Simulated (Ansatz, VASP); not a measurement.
# One calculation of PbSe, two programs

The input INCAR:

```
PREC = Accurate ; ENCUT = 520
EDIFF = 1E-6 ; ISMEAR = 0
SIGMA = 0.03 ; LREAL = False
LASPH = True ; NELM = 100
ALGO = Normal ; ISIF = 2
LWAVE = False ; LCHARG = True
GGA = PE ; IVDW = 12
LELF = True ; LVHAR = True
NBANDS = 17
```

The input KPOINTS:

```
regular mesh
0
Gamma
  10 10 10
```

Contents of POSCAR:

```
PbSe
1.0
    0.0000000000      3.0987497384      3.1489494842
    3.0987497384      0.0000000000      3.1489494842
    3.0987497384      3.0987497384      0.0000000000
Pb Se
1 1
Direct
    0.0000000000      0.0000000000      0.0000000000
    0.5000000000      0.5000000000      0.5000000000
```

Input for Ansatz:

```yaml
crystal:
  lattice:
    - [0.0, 3.0987497384, 3.1489494842]
    - [3.0987497384, 0.0, 3.1489494842]
    - [3.0987497384, 3.0987497384, 0.0]
  atoms:
    - { symbol: Pb, position: [0.0, 0.0, 0.0] }
    - { symbol: Se, position: [0.5, 0.5, 0.5] }
basis:
  ecutwfc: 420
kpoints:
  mp_grid: { grid: [10, 10, 10] }
hamiltonian:
  xc: pbe
  dispersion: d3bj
scf:
  occupations: { method: gaussian, width: 0.03 }
output:
  forces: true
  stress: true
  eigenvalues: true
```

Alike in both runs: task single point; functional PBE; dispersion D3(BJ); k mesh 10 × 10 × 10; occupations gaussian, width 0.03 eV; no spin polarisation.

```csv
,VASP,Ansatz
version,VASP 6.6.1,Ansatz 0.2.0
potentials or method,"VASP PAW PBE potentials, release 64 (Pb_d, Se), cutoff 520 eV","scalar-relativistic, plane waves, PAW"
valence electrons in the cell,20,30
```

```tsv
	VASP	Ansatz	Ansatz less VASP
gap on the k mesh at the Fermi level (eV)	0.45	0.44	-0.005
least direct gap on the mesh (eV)	0.45	0.44	-0.005
pressure (GPa)	-2.1	-2.1	+0.02
traceless stress, the component that is largest in VASP (GPa)	-1.04	-1.04	+0.003
```

VASP's potentials hold 20 valence electrons a cell and Ansatz's 30, so a difference there can come from the potentials and not from the codes.

Neither program's run includes spin-orbit coupling.
